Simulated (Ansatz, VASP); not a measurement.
One calculation of SnTe, two programs

The input INCAR:

```
PREC = Accurate
ENCUT = 500
EDIFF = 1E-6
ISMEAR = -1
SIGMA = 0.02
LREAL = False
LASPH = True
NELM = 120
ALGO = Normal
ISIF = 2
LWAVE = False
LCHARG = False
GGA = PE
NBANDS = 17
GGA_COMPAT = False
```

File KPOINTS:

```
Automatic mesh
0
Gamma
  6 6 6
```

Contents of POSCAR:

```
SnTe
1.0
    0.0000000000      3.1893303407      3.1893303407
    3.1893303407      0.0000000000      3.1893303407
    3.1893303407      3.1893303407      0.0000000000
Sn Te
1 1
Direct
    0.0000000000      0.0000000000      0.0000000000
    0.5000000000      0.5000000000      0.5000000000
```

Input for Ansatz:

```yaml
crystal:
  lattice:
    - [0.0, 3.1893303407, 3.1893303407]
    - [3.1893303407, 0.0, 3.1893303407]
    - [3.1893303407, 3.1893303407, 0.0]
  atoms:
    - { symbol: Sn, position: [0.0, 0.0, 0.0] }
    - { symbol: Te, position: [0.5, 0.5, 0.5] }
kpoints:
  mp_grid: { grid: [6, 6, 6] }
hamiltonian:
  xc: pbe
  pseudopotentials: { kind: nc }
scf:
  occupations: { method: fermi_dirac, width: 0.02 }
  n_extra_bands: 4
output:
  forces: true
  stress: true
  eigenvalues: true
```

Alike in both runs: task single point; functional PBE; k mesh 6 × 6 × 6; occupations fermi-dirac, width 0.02 eV; no spin polarisation.

```csv
,VASP,Ansatz
version,VASP 6.6.1,Ansatz 0.2.0
potentials or method,"VASP PAW PBE potentials, release 64 (Sn_d, Te)",plane waves
plane-wave cutoff (eV),500,1120
valence electrons in the cell,20,30
```

```tsv
	VASP	Ansatz	Ansatz less VASP
pressure (GPa)	0.6	0.6	+0.08
```

With one functional, cell and mesh, what is left measures potentials, basis and numerics. VASP's potentials hold 20 valence electrons a cell and Ansatz's 30, so a difference there can come from the potentials and not from the codes.

Spin-orbit coupling is off throughout.
